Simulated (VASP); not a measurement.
Runs of VASP 6.6.1 on NaCl. The structure is that of space group Fm-3m (No. 225), or close to it. The cells are those of the table. 

| task | cell | k mesh | cutoff (eV) | smearing | gap on the mesh (eV) | pressure (GPa) |
| --- | --- | --- | --- | --- | --- | --- |
| single point | a = 3.636 Å, angles 60.0°, 2 atoms | 8 × 8 × 8 | 520 | gaussian 0.02 eV | 6.42 | 12.0 |
| single point | a = 3.974 Å, angles 60.0°, 2 atoms | 6 × 6 × 6 | 520 | gaussian 0.1 eV | 5.15 | (a) |
| relaxation of cell and atoms | relaxed to 12 GPa from a = 3.974 Å, angles 60.0°, 2 atoms | 8 × 8 × 8 | 600 | gaussian 0.02 eV | 6.42 | 12.0 |
| relaxation of cell and atoms | relaxed to 12 GPa from a = 3.636 Å, angles 60.0°, 2 atoms | 8 × 8 × 8 | 600 | gaussian 0.02 eV | 6.42 | 12.0 |

Alike in all rows: level PBE+D3(BJ); potentials or basis VASP PAW PBE potentials, release 64 (Na_pv, Cl); no spin polarisation.

**Question.** Fill in the values left out.

**Answer.** (a) -0.6.

Caveats: the cell is relaxed towards a set pressure, so the run minimises the enthalpy, not the energy (at least some runs); the cell stands under pressure (at least some runs).

